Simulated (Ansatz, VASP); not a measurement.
# N: VASP beside Ansatz

```xyz
2
Lattice="14.0000 0.0000 0.0000 0.0000 14.5000 0.0000 0.0000 0.0000 15.0000" Properties=species:S:1:pos:R:3 pbc="T T T"
N     7.0137    7.2425    6.9491
N     6.9863    7.2575    8.0509
```

Alike in both runs: functional PBE; k mesh 1 × 1 × 1; occupations gaussian, width 0.005 eV; no spin polarisation.

Ansatz relaxed the structure, and its values are those at the end. VASP's run is a single point on that final structure, the one shown.

|  | VASP | Ansatz |
| --- | --- | --- |
| version | VASP 6.6.1 | Ansatz 0.2.0 |
| potentials or method | VASP PAW PBE potentials, release 64 (N), cutoff 520 eV | scalar-relativistic, plane waves, PAW |
| valence electrons in the cell | 10 | 10 |

```csv
,VASP,Ansatz,Ansatz less VASP
gap on the k mesh at the Fermi level (eV),8.20,8.24,+0.042
rms of the force components (eV/Å),1.004,0.000,-1.0041
```

One of these differences is far larger than is usual between the two programs; its cause wasn't traced. With one functional, cell and mesh, what is left measures potentials, basis and numerics.

Noted on VASP's run: the standard files for N, O and F lose accuracy on very short bonds.
